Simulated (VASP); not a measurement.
# VSi2 (P6/mmm) in VASP: relaxation of cell and atoms with PBE

Aim: the relaxation of cell and atoms of VSi2 with PBE.

Everything below comes from runs of VASP 6.6.1. Logs are shortened: lines on timing, memory, paths and dates and some standing lists are left out, and cuts for length are marked.

### 1 The cell of the first run

Symmetry: P6/mmm, No. 191, hexagonal system. Conventional cell: a = 3.918 Å, b = 3.918 Å, c = 3.504 Å, α = 90.00°, β = 90.00°, γ = 120.00°. Within 4.0 Å of V (site symmetry 6/mmm) lie 12 Si at 2.86 Å and 8 V at 3.50 to 3.92 Å. Si (site symmetry -6m2) has 3 Si at 2.26 Å and 6 V at 2.86 Å within 3.0 Å.

### 2 Relaxation of cell and atoms, PBE, collinear spin, ferromagnetic start

INCAR

```
PREC = Accurate
ENCUT = 600
EDIFF = 1E-7
ISMEAR = 0
SIGMA = 0.1
LREAL = F
LASPH = T
NELM = 150
ALGO = Normal
ISIF = 3
LWAVE = F
LCHARG = F
ISPIN = 2
MAGMOM = 2.18 0 0
LORBIT = 11
LMAXMIX = 4
GGA = PE
IBRION = 2
NSW = 80
EDIFFG = -0.01
```

KPOINTS

```
regular mesh
0
Gamma
  12 12 12
```

POSCAR

```
VSi2
1.0
    3.9183863211      0.0000000000      0.0000000000
   -1.9591931606      3.3934220959      0.0000000000
    0.0000000000      0.0000000000      3.5037137297
V Si
1 2
Direct
    0.0000000000      0.0000000000      0.0000000000
    0.3333333333      0.6666666667      0.5000000000
    0.6666666667      0.3333333333      0.5000000000
```

Potentials or basis: VASP PAW PBE potentials, release 64 (V_sv, Si).

The run is started by

```bash
$ cat potpaw_PBE.64/V_sv/POTCAR potpaw_PBE.64/Si/POTCAR > POTCAR
$ mpirun -np 1 vasp_std > vasp.out
```

OUTCAR:

```text
PREC = Accurate
   ENCUT = 600
   EDIFF = 1E-7
   ISMEAR = 0
   LREAL = F
   LASPH = T
   NELM = 150
   ISIF = 3
   ISPIN = 2
   LORBIT = 11
   GGA = PE
   IBRION = 2
   NSW = 80
   EDIFFG = -0.01

 ion  position               nearest neighbor table
   1  0.000  0.000  0.000-   2 2.86   3 2.86   2 2.86   3 2.86   3 2.86   3 2.86   2 2.86   2 2.86
                             3 2.86   3 2.86   2 2.86   2 2.86
   2  0.333  0.667  0.500-   3 2.26   3 2.26   3 2.26   1 2.86   1 2.86   1 2.86   1 2.86   1 2.86
                             1 2.86
   3  0.667  0.333  0.500-   2 2.26   2 2.26   2 2.26   1 2.86   1 2.86   1 2.86   1 2.86   1 2.86
                             1 2.86

  LATTYP: Found a hexagonal cell.
 ALAT       =     3.9183863211
 C/A-ratio  =     0.8941726115

  Lattice vectors:

 A1 = (   3.9183863211,   0.0000000000,   0.0000000000)
 A2 = (  -1.9591931606,   3.3934220959,   0.0000000000)
 A3 = (   0.0000000000,   0.0000000000,   3.5037137297)

Analysis of symmetry for initial positions (statically):
=====================================================================
 Subroutine PRICEL returns:
 Original cell was already a primitive cell.

 Routine SETGRP: Setting up the symmetry group for a
 hexagonal supercell.

 Subroutine GETGRP returns: Found 24 space group operations
 (whereof 24 operations were pure point group operations)
 out of a pool of 24 trial point group operations.

The static configuration has the point symmetry D_6h.

Analysis of symmetry for dynamics (positions and initial velocities):
=====================================================================
 Subroutine PRICEL returns:
 Original cell was already a primitive cell.

 Routine SETGRP: Setting up the symmetry group for a
 hexagonal supercell.

 Subroutine GETGRP returns: Found 24 space group operations
 (whereof 24 operations were pure point group operations)
 out of a pool of 24 trial point group operations.

The dynamic configuration has the point symmetry D_6h.

Analysis of structural, dynamic, and magnetic symmetry:
=====================================================================
 Subroutine PRICEL returns:
 Original cell was already a primitive cell.

 Routine SETGRP: Setting up the symmetry group for a
 hexagonal supercell.

 Subroutine GETGRP returns: Found 24 space group operations
 (whereof 24 operations were pure point group operations)
 out of a pool of 24 trial point group operations.

The overall configuration has the point symmetry D_6h.

 Subroutine INISYM returns: Found 24 space group operations
 (whereof 24 operations are pure point group operations),
 and found     1 'primitive' translations

----------------------------------------------------------------------------------------

                                     Primitive cell

  volume of cell :      46.5880

  direct lattice vectors                    reciprocal lattice vectors
     3.918386321  0.000000000  0.000000000     0.255207098  0.147343886  0.000000000
    -1.959193161  3.393422096  0.000000000     0.000000000  0.294687773  0.000000000
     0.000000000  0.000000000  3.503713730     0.000000000  0.000000000  0.285411445

  length of vectors
     3.918386321  3.918386321  3.503713730     0.294687773  0.294687773  0.285411445

  position of ions in fractional coordinates (direct lattice)
     0.000000000  0.000000000  0.000000000
     0.333333333  0.666666667  0.500000000
     0.666666667  0.333333333  0.500000000

  ion indices of the primitive-cell ions
   primitive index   ion index
                 1           1
                 2           2
                 3           3

----------------------------------------------------------------------------------------

 KPOINTS: regular mesh

Automatic generation of k-mesh.
 Grid dimensions read from file:
 generate k-points for:   12   12   12

 Generating k-lattice:

  Cartesian coordinates                     Fractional coordinates (reciprocal lattice)
     0.021267258  0.012278657  0.000000000     0.083333333 -0.000000000  0.000000000
     0.000000000  0.024557314  0.000000000     0.000000000  0.083333333  0.000000000
     0.000000000  0.000000000  0.023784287     0.000000000  0.000000000  0.083333333

  Length of vectors
     0.024557314  0.024557314  0.023784287

  Shift w.r.t. Gamma in fractional coordinates (k-lattice)
     0.000000000  0.000000000  0.000000000

 Subroutine IBZKPT returns following result:
 ===========================================

 Found    133 irreducible k-points:

 Following reciprocal coordinates:
            Coordinates               Weight
  0.000000  0.000000  0.000000      1.000000
  0.083333 -0.000000  0.000000      6.000000
  0.166667 -0.000000  0.000000      6.000000
  0.250000  0.000000  0.000000      6.000000
  0.333333 -0.000000  0.000000      6.000000
  0.416667 -0.000000  0.000000      6.000000
[... 16 lines left out ...]
  0.250000  0.000000  0.083333     12.000000
  0.333333 -0.000000  0.083333     12.000000
 [... further k-points ...]
   k-points           NKPTS =    133   k-points in BZ     NKDIM =    133   number of bands    NBANDS=     15
   number of dos      NEDOS =    301   number of ions     NIONS =      3
   total plane-waves  NPLWV =  28672
   dimension x,y,z NGX =    32 NGY =   32 NGZ =   28
   dimension x,y,z NGXF=    64 NGYF=   64 NGZF=   56
   ions per type =               1   2
   NGX,Y,Z   is equivalent  to a cutoff of  13.58, 13.58, 13.29 a.u.
   NGXF,Y,Z  is equivalent  to a cutoff of  27.15, 27.15, 26.57 a.u.
 SYSTEM =  unknown system
   PREC   = accura    normal or accurate (medium, high low for compatibility)
   ISTART =      0    job   : 0-new  1-cont  2-samecut
   ICHARG =      2    charge: 1-file 2-atom 10-const
   ISPIN  =      2    spin polarized calculation?
   LNONCOLLINEAR =      F non collinear calculations
   LSORBIT =      F    spin-orbit coupling
   LASPH  =      T    aspherical Exc in radial PAW
   ENCUT  =  600.0 eV  44.10 Ry    6.64 a.u.   7.83  7.83  7.00*2*pi/ulx,y,z
   NELM   =    150;   NELMIN=  2; NELMDL= -5     # of ELM steps
   EDIFF  = 0.1E-06   stopping-criterion for ELM
   LREAL  =      F    real-space projection
   EDIFFG = -.1E-01   stopping-criterion for IOM
   NSW    =     80    number of steps for IOM
   IBRION =      2    ionic relax: 0-MD 1-quasi-New 2-CG
   NFREE  =      1    steps in history (QN), initial steepest desc. (CG)
   ISIF   =      3    stress and relaxation
   ISYM   =      2    0-nonsym 1-usesym 2-fastsym
   POTIM  = 0.5000    time-step for ionic-motion
   TEBEG  =    0.0;   TEEND  =   0.0 temperature during run
   PSTRESS=    0.0 pullay stress
   NELECT =      21.0000    total number of electrons
   NUPDOWN=      -1.0000    fix difference up-down
   EMIN   =  10.00;   EMAX   =-10.00  energy-range for DOS
   EFERMI =   0.00;   METHOD = LEGACY
   ISMEAR =     0;   SIGMA  =   0.10  broadening in eV -4-tet -1-fermi 0-gaus
   EFERMI_NEDOS =   21; number of points for ismear=-14 and -15
   IALGO  =     38    algorithm
   IMIX   =      4    mixing-type and parameters
     AMIX     =   0.40;   BMIX     =  1.00
     AMIX_MAG =   1.60;   BMIX_MAG =  1.00
  volume/ion in A,a.u.               =      15.53       104.80
  Fermi-wavevector in a.u.,A,eV,Ry     =   1.255230  2.372041 21.437375  1.575603
  Thomas-Fermi vector in A             =   2.388997
   LORBIT       =     11    0 simple, 1 ext, 2 COOP (PROOUT), +10 PAW based schemes
   GGA     = PE    functional components
   LHFCALC =     F    Hartree Fock is set to
   AEXX    =    0.0000 exact exchange contribution
   IVDW    =     0    specifies the selected vdW correction
   LEPSILON=     F    determine dielectric tensor
   LRPA    =     F    only Hartree local field effects (RPA)
 conjugate gradient relaxation of ions
 spin polarized calculation
 Gauss-broadening in eV      SIGMA  =   0.10
  energy-cutoff  :      600.00
  volume of cell :       46.59
 maximum number of plane-waves:      1580
 NGX is ok and might be reduce to    32
   NGX = 15   NGY = 15   NGZ = 13

--------------------------------------- Ionic step        1  -------------------------------------------

 number of electron      20.9999991 magnetization       1.9949356

 Free energy of the ion-electron system (eV)
  ---------------------------------------------------
  ext. energy  EPLUGINS =         0.00000000
  ---------------------------------------------------
  free energy    TOTEN  =       -18.60996823 eV

  energy without entropy =      -18.59485612  energy(sigma->0) =      -18.60241217

------------------------ aborting loop because EDIFF is reached ----------------------------------------

  FORCE on cell =-STRESS in cart. coord.  units (eV):
  Direction    XX          YY          ZZ          XY          YZ          ZX
  --------------------------------------------------------------------------------------
  -------------------------------------------------------------------------------------
  Total        0.5978909      0.5978909     -4.1094632     -0.0000000     -0.0000000      0.0000000
  in kB       20.5616897     20.5616897   -141.3259556     -0.0000000     -0.0000000      0.0000000
  external PRESSURE =     -33.4008587 kB  Pullay stress =       0.0000000 kB
[... 22 lines left out ...]
  energy  without entropy=      -18.5948561165  energy(sigma->0) =      -18.60241217

--------------------------------------- Ionic step        2  -------------------------------------------

 number of electron      21.0000001 magnetization       1.7791839

 E-fermi :   9.7656     XC(G=0): -11.4218

 val. band max:        9.7611620570   @ k =   0.4167  -0.0000   0.3333
 cond. band min:       9.7667441490   @ k =   0.4167  -0.0000   0.1667
 fundamental gap:      0.0055820920
 Fermi energy:         9.7656482386

 spin component 1

 k-point     1 :       0.0000    0.0000    0.0000
  band No.  band energies     occupation
      1     -55.1849      1.00000
      2     -29.0542      1.00000
      3     -29.0542      1.00000
      4     -29.0248      1.00000
      5      -3.4813      1.00000
      6       5.4916      1.00000
      7       5.4916      1.00000
      8       7.4553      1.00000
      9       8.6034      1.00000
     10       9.3031      1.00000
     11       9.6413      0.96073
     12       9.6413      0.96073
     13       9.8843      0.04668
     14       9.8843      0.04668
     15      11.2181      0.00000
[... 917 lines left out ...]
  FREE ENERGIE OF THE ION-ELECTRON SYSTEM (eV)
  ---------------------------------------------------
  free  energy   TOTEN  =       -19.0378683147 eV

  energy  without entropy=      -19.0219420316  energy(sigma->0) =      -19.02990517

[... ionic steps 4 to 14 ...]

--------------------------------------- Ionic step       15  -------------------------------------------

 number of electron      21.0000010 magnetization      -0.0000000

 number of electron      21.0000010 magnetization       0.0000000

------------------------ aborting loop because EDIFF is reached ----------------------------------------

  FORCE on cell =-STRESS in cart. coord.  units (eV):
  Direction    XX          YY          ZZ          XY          YZ          ZX
  --------------------------------------------------------------------------------------
  -------------------------------------------------------------------------------------
  Total        0.0133859      0.0133859      0.0909443     -0.0000000     -0.0000000      0.0000000
  in kB        0.5457845      0.5457845      3.7080900     -0.0000000     -0.0000000      0.0000000
  external PRESSURE =       1.5998863 kB  Pullay stress =       0.0000000 kB
[... 63 lines left out ...]
--------------------------------------- Ionic step       17  -------------------------------------------

 number of electron      21.0000011 magnetization       0.0000000

 number of electron      21.0000011 magnetization      -0.0000000

 Free energy of the ion-electron system (eV)
  ---------------------------------------------------
  ext. energy  EPLUGINS =         0.00000000
  ---------------------------------------------------
  free energy    TOTEN  =       -19.99537720 eV

  energy without entropy =      -19.98590094  energy(sigma->0) =      -19.99063907

 E-fermi :  11.2922     XC(G=0): -12.0612

 val. band max:       11.2603346284   @ k =   0.0833  -0.0000   0.5000
 cond. band min:      11.2948493466   @ k =   0.3333   0.2500   0.5000
 fundamental gap:      0.0345147181
 Fermi energy:        11.2922120174

 spin component 1

 k-point     1 :       0.0000    0.0000    0.0000
  band No.  band energies     occupation
      1     -53.0652      1.00000
      2     -26.9469      1.00000
      3     -26.9469      1.00000
      4     -26.4323      1.00000
      5      -2.5734      1.00000
      6       5.6361      1.00000
      7       5.6361      1.00000
      8       6.2447      1.00000
      9       8.8459      1.00000
     10       9.9116      1.00000
     11       9.9116      1.00000
     12      13.0321      0.00000
     13      13.0321      0.00000
     14      13.7149      0.00000
     15      13.7149      0.00000
[... 880 lines left out ...]
  FREE ENERGIE OF THE ION-ELECTRON SYSTEM (eV)
  ---------------------------------------------------
  free  energy   TOTEN  =       -19.9953772025 eV

  energy  without entropy=      -19.9859009415  energy(sigma->0) =      -19.99063907

 reached required accuracy - stopping structural energy minimisation

 total charge

# of ion       s       p       d       tot
------------------------------------------
    1        2.252   6.182   3.176  11.610
    2        0.755   0.870   0.000   1.625
    3        0.755   0.870   0.000   1.625
--------------------------------------------------
tot          3.762   7.922   3.176  14.861

 magnetization (x)

# of ion       s       p       d       tot
------------------------------------------
    1       -0.000  -0.000   0.000   0.000
    2        0.000   0.000   0.000   0.000
    3        0.000   0.000   0.000   0.000
--------------------------------------------------
tot          0.000  -0.000   0.000   0.000
```

Wall time 65 min (1 thread of Oxide Virtual Turin-like, shared host); peak memory 0.31 GiB.

What came out:

```
Free energy                                           : -19.9954 eV
Relaxed volume                                        : 13.11 Å³/atom
Relaxed cell                                          : a = 4.268 Å, b = 4.268 Å, c = 2.493 Å, α = 90.00°, β = 90.00°, γ = 120.00°
Space group after relaxing (to 0.1 Å)                 : P6/mmm (No. 191)
Pressure after relaxing                               : 0.0 GPa
Net moment                                            : 0.00 μB per cell
Valence electrons inside the program's atomic spheres : V 11.61; Si 1.62
```

Final structure:
```
CELL_PARAMETERS angstrom
4.26782 0.00000 0.00000
-2.13391 3.69604 0.00000
0.00000 0.00000 2.49254
ATOMIC_POSITIONS crystal
V 0.00000 0.00000 0.00000
Si 0.33333 0.66667 0.50000
Si 0.66667 0.33333 0.50000
```

Caveat: the volume moved by over 15 % at a fixed basis, so the end points are rough; the moments typed at the start vanished in this run.
